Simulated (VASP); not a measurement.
# AgCl in VASP: a series of runs, part 2 of 3

VASP 6.6.1. Earlier steps stand in the parts before.

## 3. Electric field gradients, PBEsol (equal xy, yz and zx shear strains of +2 %)

Input file INCAR:

```
SYSTEM = AgCl
PREC = Accurate ; ENCUT = 520
EDIFF = 1E-8 ; ISMEAR = -1
SIGMA = 0.01 ; LREAL = .FALSE.
LASPH = .TRUE. ; NELM = 80
ALGO = Normal ; ISIF = 2
LWAVE = .FALSE. ; LCHARG = .FALSE.
GGA = PS ; LEFG = .TRUE.
NBANDS = 16
```

Input file KPOINTS:

```
regular mesh
0
G
  9 9 9
  0 0 0
```

Input file POSCAR:

```
AgCl
1.0
    0.0554630000      2.8008815000      2.8008815000
    2.8008815000      0.0554630000      2.8008815000
    2.8008815000      2.8008815000      0.0554630000
Ag Cl
1 1
Direct
    0.5000000000      0.5000000000      0.5000000000
    0.0000000000      0.0000000000      0.0000000000
```

Potentials or basis: VASP PAW PBE potentials, release 64 (Ag, Cl).

Launch:

```sh
> cat potpaw_PBE.64/Ag/POTCAR potpaw_PBE.64/Cl/POTCAR > POTCAR
> mpirun -np 1 vasp_std > vasp.out
```

OUTCAR:

```text
SYSTEM = AgCl
   PREC = Accurate
   ENCUT = 520
   EDIFF = 1E-8
   ISMEAR = -1
   LREAL = .FALSE.
   LASPH = .TRUE.
   NELM = 80
   ISIF = 2
   GGA = PS

 ion  position               nearest neighbor table
   1  0.500  0.500  0.500-   2 2.77   2 2.77   2 2.77   2 2.77   2 2.77   2 2.77
   2  0.000  0.000  0.000-   1 2.77   1 2.77   1 2.77   1 2.77   1 2.77   1 2.77

  LATTYP: Found a trigonal (rhomboedric) cell.
 ALAT       =     3.9614328845
 COS(alpha) =     0.5197000882

  Lattice vectors:

 A1 = (   0.0554630000,   2.8008815000,   2.8008815000)
 A2 = (   2.8008815000,   0.0554630000,   2.8008815000)
 A3 = (   2.8008815000,   2.8008815000,   0.0554630000)

Analysis of symmetry for initial positions (statically):
=====================================================================
 Subroutine PRICEL returns:
 Original cell was already a primitive cell.

 Routine SETGRP: Setting up the symmetry group for a
 trigonal (rhombohedral) supercell.

 Subroutine GETGRP returns: Found 12 space group operations
 (whereof 12 operations were pure point group operations)
 out of a pool of 12 trial point group operations.

The static configuration has the point symmetry D_3d.

Analysis of symmetry for dynamics (positions and initial velocities):
=====================================================================
 Subroutine PRICEL returns:
 Original cell was already a primitive cell.

 Routine SETGRP: Setting up the symmetry group for a
 trigonal (rhombohedral) supercell.

 Subroutine GETGRP returns: Found 12 space group operations
 (whereof 12 operations were pure point group operations)
 out of a pool of 12 trial point group operations.

The dynamic configuration has the point symmetry D_3d.

 Subroutine INISYM returns: Found 12 space group operations
 (whereof 12 operations are pure point group operations),
 and found     1 'primitive' translations

----------------------------------------------------------------------------------------

                                     Primitive cell

  volume of cell :      42.6403

  direct lattice vectors                    reciprocal lattice vectors
     0.055463000  2.800881500  2.800881500    -0.183907102  0.180336091  0.180336091
     2.800881500  0.055463000  2.800881500     0.180336091 -0.183907102  0.180336091
     2.800881500  2.800881500  0.055463000     0.180336091  0.180336091 -0.183907102

  length of vectors
     3.961432885  3.961432885  3.961432885     0.314426515  0.314426515  0.314426515

  position of ions in fractional coordinates (direct lattice)
     0.500000000  0.500000000  0.500000000
     0.000000000  0.000000000  0.000000000

  ion indices of the primitive-cell ions
   primitive index   ion index
                 1           1
                 2           2

----------------------------------------------------------------------------------------

 KPOINTS: regular mesh

Automatic generation of k-mesh.
 Grid dimensions read from file:
 generate k-points for:    9    9    9
[... 67 lines left out ...]
   NSW    =      0    number of steps for IOM
   IBRION =     -1    ionic relax: 0-MD 1-quasi-New 2-CG
   NFREE  =      0    steps in history (QN), initial steepest desc. (CG)
   ISIF   =      2    stress and relaxation
   ISYM   =      2    0-nonsym 1-usesym 2-fastsym
   POTIM  = 0.5000    time-step for ionic-motion
   TEBEG  =    0.0;   TEEND  =   0.0 temperature during run
   PSTRESS=    0.0 pullay stress
   NELECT =      18.0000    total number of electrons
   NUPDOWN=      -1.0000    fix difference up-down
   EMIN   =  10.00;   EMAX   =-10.00  energy-range for DOS
   EFERMI =   0.00;   METHOD = LEGACY
   ISMEAR =    -1;   SIGMA  =   0.01  broadening in eV -4-tet -1-fermi 0-gaus
   EFERMI_NEDOS =   21; number of points for ismear=-14 and -15
   IALGO  =     38    algorithm
   IMIX   =      4    mixing-type and parameters
     AMIX     =   0.40;   BMIX     =  1.00
     AMIX_MAG =   1.60;   BMIX_MAG =  1.00
  volume/ion in A,a.u.               =      21.32       143.88
  Fermi-wavevector in a.u.,A,eV,Ry     =   1.228077  2.320728 20.519927  1.508172
  Thomas-Fermi vector in A             =   2.363016
   LORBIT       =      0    0 simple, 1 ext, 2 COOP (PROOUT), +10 PAW based schemes
   GGA     = PS    functional components
   LHFCALC =     F    Hartree Fock is set to
   AEXX    =    0.0000 exact exchange contribution
   IVDW    =     0    specifies the selected vdW correction
   LEPSILON=     F    determine dielectric tensor
   LRPA    =     F    only Hartree local field effects (RPA)
 non-spin polarized calculation
  energy-cutoff  :      520.00
  volume of cell :       42.64
 maximum number of plane-waves:      1177
 NGX is ok and might be reduce to    30
   NGX = 15   NGY = 15   NGZ = 15

 number of electron      18.0000003 magnetization

 Free energy of the ion-electron system (eV)
  ---------------------------------------------------
  ext. energy  EPLUGINS =         0.00000000
  ---------------------------------------------------
  free energy    TOTEN  =        -6.04046890 eV

  energy without entropy =       -6.04046890  energy(sigma->0) =       -6.04046890

 E-fermi :   3.9120     XC(G=0): -10.2178

 val. band max:        3.6936510951   @ k =   0.4444   0.0000   0.0000
 cond. band min:       4.4427037734   @ k =   0.0000   0.0000   0.0000
 fundamental gap:      0.7490526783
 Fermi energy:         3.9120403448

 k-point     1 :       0.0000    0.0000    0.0000
  band No.  band energies     occupation
      1     -11.4266      2.00000
      2       1.2073      2.00000
      3       1.2468      2.00000
      4       1.2468      2.00000
      5       1.2870      2.00000
      6       1.2870      2.00000
[... 433 lines left out ...]
      3       0.5556      2.00000
      4       0.6839      2.00000
      5       0.9095      2.00000
      6       1.4660      2.00000
[... 8 lines left out ...]
     15      19.0397      0.00000
     16      19.0426      0.00000

 [... further k-points ...]
[... 5 lines left out ...]
  --------------------------------------------------------------------------------------
  -------------------------------------------------------------------------------------
  Total       -0.7315160     -0.7315160     -0.7315160     -0.0355518     -0.0355518     -0.0355518
  in kB      -27.4861400    -27.4861400    -27.4861400     -1.3358300     -1.3358300     -1.3358300
  external PRESSURE =     -27.4861400 kB  Pullay stress =       0.0000000 kB

 VOLUME and BASIS-vectors are now :
 -----------------------------------------------------------------------------
  energy-cutoff  :      520.00
  volume of cell :       42.64
      direct lattice vectors                 reciprocal lattice vectors
     0.055463000  2.800881500  2.800881500    -0.183907102  0.180336091  0.180336091
     2.800881500  0.055463000  2.800881500     0.180336091 -0.183907102  0.180336091
     2.800881500  2.800881500  0.055463000     0.180336091  0.180336091 -0.183907102

 POSITION                                       TOTAL-FORCE (eV/Angst)
 -----------------------------------------------------------------------------------
      2.82861      2.82861      2.82861        -0.000000     -0.000000     -0.000000
      0.00000      0.00000      0.00000         0.000000      0.000000      0.000000
 -----------------------------------------------------------------------------------
    total drift:                                0.000000      0.000000      0.000000

  FREE ENERGIE OF THE ION-ELECTRON SYSTEM (eV)
  ---------------------------------------------------
  free  energy   TOTEN  =        -6.0404689038 eV

  energy  without entropy=       -6.0404689038  energy(sigma->0) =       -6.04046890

 Electric field gradients (V/A^2)
---------------------------------------------------------------------
 ion       V_xx      V_yy      V_zz      V_xy      V_xz      V_yz
---------------------------------------------------------------------
   1      -0.000    -0.000    -0.000    -2.164    -2.164    -2.164
   2      -0.000     0.000     0.000     4.526     4.526     4.526
---------------------------------------------------------------------

 Electric field gradients after diagonalization (V/A^2)
 (convention: |V_zz| > |V_xx| > |V_yy|)
----------------------------------------------------------------------
 ion       V_xx      V_yy      V_zz     asymmetry (V_yy - V_xx)/ V_zz
----------------------------------------------------------------------
   1       2.164     2.164    -4.329       0.000
   2      -4.526    -4.526     9.051       0.000
----------------------------------------------------------------------

           NMR quadrupolar parameters

 Cq : quadrupolar parameter    Cq=e*Q*V_zz/h
 eta: asymmetry parameters     (V_yy - V_xx)/ V_zz
 Q  : nuclear electric quadrupole moment in mb (millibarn)
----------------------------------------------------------------------
 ion       Cq(MHz)       eta       Q (mb)
----------------------------------------------------------------------
   1      -0.010       0.000       1.000
   2       0.022       0.000       1.000
----------------------------------------------------------------------
```

OSZICAR:

```text
N       E                     dE             d eps       ncg     rms          rms(c)
DAV:   1     0.900563132270E+02    0.90056E+02   -0.85894E+03  2728   0.101E+03
DAV:   2    -0.316844846563E+01   -0.93225E+02   -0.85749E+02  3392   0.215E+02
DAV:   3    -0.619097241606E+01   -0.30225E+01   -0.30148E+01  3456   0.392E+01
DAV:   4    -0.620535246469E+01   -0.14380E-01   -0.14379E-01  3384   0.313E+00
DAV:   5    -0.620550922259E+01   -0.15676E-03   -0.15676E-03  3464   0.324E-01    0.643E+00
DAV:   6    -0.604467594582E+01    0.16083E+00   -0.28337E-01  3592   0.706E+00    0.418E+00
DAV:   7    -0.604189104581E+01    0.27849E-02   -0.68356E-02  3248   0.172E+00    0.194E+00
DAV:   8    -0.604046944145E+01    0.14216E-02   -0.41202E-03  3280   0.654E-01    0.292E-01
DAV:   9    -0.604043691352E+01    0.32528E-04   -0.38136E-04  3432   0.266E-01    0.521E-02
DAV:  10    -0.604046688083E+01   -0.29967E-04   -0.52716E-05  3416   0.633E-02    0.117E-02
DAV:  11    -0.604046894645E+01   -0.20656E-05   -0.15420E-06  3616   0.940E-03    0.209E-03
DAV:  12    -0.604046890063E+01    0.45818E-07   -0.77626E-08  3336   0.186E-03    0.868E-04
DAV:  13    -0.604046890378E+01   -0.31519E-08   -0.76994E-09  2944   0.720E-04
   1 F= -.60404689E+01 E0= -.60404689E+01  d E =-.150912E-11
```

stdout:

```text
POSCAR found type information on POSCAR AgCl
 POSCAR found :  2 types and       2 ions
 scaLAPACK will be used
 -----------------------------------------------------------------------------
|                                                                             |
|                                                                             |
|     You enforced a specific xc type in the INCAR file but a different       |
|     I HOPE YOU KNOW WHAT YOU ARE DOING!                                     |
|                                                                             |
 -----------------------------------------------------------------------------

 LDA part: xc-table for (Slater+PW92), standard interpolation
 POSCAR, INCAR and KPOINTS ok, starting setup
 FFT: planning ... GRIDC
 FFT: planning ... GRID_SOFT
 FFT: planning ... GRID
 WAVECAR not read
 entering main loop
ion   1

ion   2
```

Run time: 51 s. Hardware: 1 thread of Intel Xeon Platinum 8488C (Sapphire Rapids), shared host; peak memory 0.2 GiB.

Results:

- Free energy: -6.0405 eV
- Pressure: -2.7 GPa
- Band gap on the k mesh: 0.75 eV, indirect (least direct gap 2.97 eV)

Stress tensor (GPa, compression positive):
```
-2.75 -0.13 -0.13
-0.13 -2.75 -0.13
-0.13 -0.13 -2.75
```

Levels at points of the mesh, in eV from the valence-band top:
| k point | band 7 | band 8 | band 9 | band 10 | band 11 | band 12 |
| --- | --- | --- | --- | --- | --- | --- |
| (0.00, 0.00, 0.00) | -2.40 | -2.26 | -2.26 | 0.75 | 10.53 | 10.89 |

Electric field gradients, principal values (V/Å²):
| atom | least | middle | greatest (by size) |
| --- | --- | --- | --- |
| 1 Ag | 2.164 | 2.164 | -4.329 |
| 2 Cl | -4.526 | -4.526 | 9.051 |

Caveat: the cell differs from its parent crystal (equal xy, yz and zx shear strains of +2 %); without QUAD_EFG the Cq values of the log hold for a quadrupole moment of 1 mb, not for the nuclei; the PAW data sets were made with another functional, which shifts forces and pressure a little. A k mesh can miss the band edges.

## 4. Electric field gradients, PBEsol (volume scaled by 0.94)

Input file INCAR:

```
SYSTEM = AgCl
ALGO     = Normal         ! electronic algorithm
EDIFF    = 1E-8           ! SCF threshold, eV
ENCUT    = 520            ! plane-wave cutoff, eV
GGA      = PS             ! functional
ISIF     = 2              ! what is computed and relaxed
ISMEAR   = -1             ! smearing method
LASPH    = .TRUE.         ! aspherical terms in the spheres
LCHARG   = .FALSE.        ! write CHGCAR
LEFG     = .TRUE.       
LREAL    = .FALSE.        ! projectors in reciprocal space
LWAVE    = .FALSE.        ! write WAVECAR
NBANDS   = 16             ! bands
NELM     = 100            ! most SCF steps
PREC     = Accurate       ! precision mode
SIGMA    = 0.01           ! smearing width, eV
```

Input file KPOINTS:

```
k-points
0
G
  9 9 9
  0 0 0
```

Input file POSCAR:

```
AgCl
1.0
    0.0000000000      2.7165392174      2.7165392174
    2.7165392174      0.0000000000      2.7165392174
    2.7165392174      2.7165392174      0.0000000000
Ag Cl
1 1
Direct
    0.5000000000      0.5000000000      0.5000000000
    0.0000000000      0.0000000000      0.0000000000
```

Potentials or basis: VASP PAW PBE potentials, release 64 (Ag, Cl).

Launch:

```sh
> cat potpaw_PBE.64/Ag/POTCAR potpaw_PBE.64/Cl/POTCAR > POTCAR
> mpirun -np 1 vasp_std > vasp.out
```

OUTCAR:

```text
SYSTEM = AgCl
   EDIFF = 1E-8
   ENCUT = 520
   GGA = PS
   ISIF = 2
   ISMEAR = -1
   LASPH = .TRUE.
   LREAL = .FALSE.
   NELM = 100
   PREC = Accurate

 ion  position               nearest neighbor table
   1  0.500  0.500  0.500-   2 2.72   2 2.72   2 2.72   2 2.72   2 2.72   2 2.72
   2  0.000  0.000  0.000-   1 2.72   1 2.72   1 2.72   1 2.72   1 2.72   1 2.72

  LATTYP: Found a face centered cubic cell.
 ALAT       =     5.4330784348

  Lattice vectors:

 A1 = (   0.0000000000,   2.7165392174,   2.7165392174)
[... 669 lines left out ...]
  ---------------------------------------------------
  free  energy   TOTEN  =        -6.0606530866 eV

  energy  without entropy=       -6.0606530866  energy(sigma->0) =       -6.06065309

 Electric field gradients (V/A^2)
---------------------------------------------------------------------
 ion       V_xx      V_yy      V_zz      V_xy      V_xz      V_yz
---------------------------------------------------------------------
   1      -0.000    -0.000    -0.000    -0.001    -0.001    -0.001
   2       0.000    -0.000     0.000    -0.001    -0.001    -0.001
---------------------------------------------------------------------

 Electric field gradients after diagonalization (V/A^2)
 (convention: |V_zz| > |V_xx| > |V_yy|)
----------------------------------------------------------------------
 ion       V_xx      V_yy      V_zz     asymmetry (V_yy - V_xx)/ V_zz
----------------------------------------------------------------------
   1       0.001     0.001    -0.002       0.000
   2       0.001     0.001    -0.001       0.000
----------------------------------------------------------------------

           NMR quadrupolar parameters

 Cq : quadrupolar parameter    Cq=e*Q*V_zz/h
 eta: asymmetry parameters     (V_yy - V_xx)/ V_zz
 Q  : nuclear electric quadrupole moment in mb (millibarn)
----------------------------------------------------------------------
 ion       Cq(MHz)       eta       Q (mb)
----------------------------------------------------------------------
   1      -0.000       0.000       1.000
   2      -0.000       0.000       1.000
----------------------------------------------------------------------
```

stdout:

```text
POSCAR found type information on POSCAR AgCl
 POSCAR found :  2 types and       2 ions
 scaLAPACK will be used
 -----------------------------------------------------------------------------
|                                                                             |
|                                                                             |
|     You enforced a specific xc type in the INCAR file but a different       |
|     I HOPE YOU KNOW WHAT YOU ARE DOING!                                     |
|                                                                             |
 -----------------------------------------------------------------------------

 LDA part: xc-table for (Slater+PW92), standard interpolation
 POSCAR, INCAR and KPOINTS ok, starting setup
 FFT: planning ... GRIDC
 FFT: planning ... GRID_SOFT
 FFT: planning ... GRID
 WAVECAR not read
 entering main loop
ion   1

ion   2
```

Wall time 21 s (1 thread of Intel Xeon Platinum 8259CL at 2.50GHz (Skylake/Cascade Lake), shared host); peak memory 0.18 GiB.

Results:

| Property | Result |
| --- | --- |
| Free energy | -6.0607 eV |
| Pressure | 0.4 GPa |
| Band gap on the k mesh | 0.77 eV, indirect (least direct gap 3.21 eV) |

Caveat: without QUAD_EFG the Cq values of the log hold for a quadrupole moment of 1 mb, not for the nuclei; the PAW data sets were made with another functional, which shifts forces and pressure a little. A k mesh can miss the band edges.

[end of part 2 of 3]
